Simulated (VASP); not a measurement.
A run of VASP 6.6.1 is set up as follows.

File INCAR:

```
  PREC = Accurate
  ENCUT = 520
  EDIFF = 1E-6
  ISMEAR = -1
  SIGMA = 0.05
  LREAL = F
  LASPH = T
  NELM = 150
  ALGO = Normal
  ISIF = 2
  LWAVE = F
  LCHARG = T
  ISPIN = 2
  MAGMOM = 1 1
  LORBIT = 11
  LMAXMIX = 4
  GGA = RE
  LELF = T
  LVHAR = T
  NBANDS = 22
```

KPOINTS

```
regular mesh
0
Gamma
  10 10 6
```

File POSCAR:

```
Y
1.0
    3.6894649260      0.0000000000      0.0000000000
   -1.8447324630      3.1951703523      0.0000000000
    0.0000000000      0.0000000000      5.7259005741
Y
2
Direct
    0.3333333333      0.6666666667      0.2500000000
    0.6666666667      0.3333333333      0.7500000000
```

Potentials or basis: VASP PAW PBE potentials, release 64 (Y_sv).

Run with:

```sh
$ cat potpaw_PBE.64/Y_sv/POTCAR > POTCAR
$ mpirun -np 1 vasp_std > vasp.out
```

(1) Estimate the net moment.

(2) Predict the pressure.

(3) Estimate the band gap on the k mesh.

Answers

(1) 0.00 μB per cell.

(2) -0.1 GPa.

(3) zero (filled and empty bands overlap).

Caveat: the PAW data sets were made with another functional, which shifts forces and pressure a little.
